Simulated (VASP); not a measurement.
**Ca: relaxation of cell and atoms with r2SCAN**

The system is Ca.

```
Ca
1.0
     0.00000    2.79420    2.79420
     2.79420    0.00000    2.79420
     2.79420    2.79420    0.00000
Ca
1
Direct
  0.00000 0.00000 0.00000
```

```json
{"Program": "VASP 6.6.1", "Task": "relaxation of cell and atoms", "Functional": "r2SCAN", "Potentials or basis": "VASP PAW PBE potentials, release 64 (Ca_sv)", "Cutoff": "700 eV", "k mesh": "11 × 11 × 11", "Occupations": "methfessel-paxton, width 0.05 eV", "Spin": "no spin polarisation", "Tolerance level": "tight", "Purpose": "cell", "Passes": "3", "Further INCAR settings": "ALGO = Normal; EDIFF = 1e-07"}
```

The relaxed volume is 43.21 Å³/atom and the relaxed cell is a = 3.939 Å, b = 3.939 Å, c = 3.939 Å, α = 60.00°, β = 60.00°, γ = 60.00°. The space group after relaxing (to 0.1 Å) is Fm-3m (No. 225) and the energy gained by relaxing is 0.2 meV/atom. The ionic steps are 5 and the pressure after relaxing is 0.0 GPa. The band gap on the k mesh is zero (bands 5 and 6 overlap by 0.43 eV).

Step by step:
```csv
step,energy change (eV),largest force (eV/Å),pressure (GPa),volume (Å³)
1,0.0000,0.0000,-0.17,43.63
2,-0.0002,0.0000,-0.05,43.34
3,-0.0002,0.0000,0.00,43.21
4,-0.0002,0.0000,-0.01,43.21
5,-0.0002,0.0000,-0.01,43.21
```

Final structure:
```
Ca
1.0
     0.00000    2.78526    2.78526
     2.78526    0.00000    2.78526
     2.78526    2.78526    0.00000
Ca
1
Direct
  0.00000 0.00000 0.00000
```

Levels at points of the mesh, in eV from the Fermi level:
```
           k point  band 1  band 2  band 3  band 4  band 5  band 6  band 7  band 8  band 9
(0.00, 0.00, 0.00)  -43.85  -23.88  -23.88  -23.88   -4.27    2.66    2.66    2.66    3.76
```

Wall time 2.8 min on 4 MPI ranks on Intel(R) Xeon(R) 6975P-C (Granite Rapids) (shared host), peak memory 0.23 GiB a rank.

Caveat: the PAW data sets were made with another functional, which shifts forces and pressure a little.
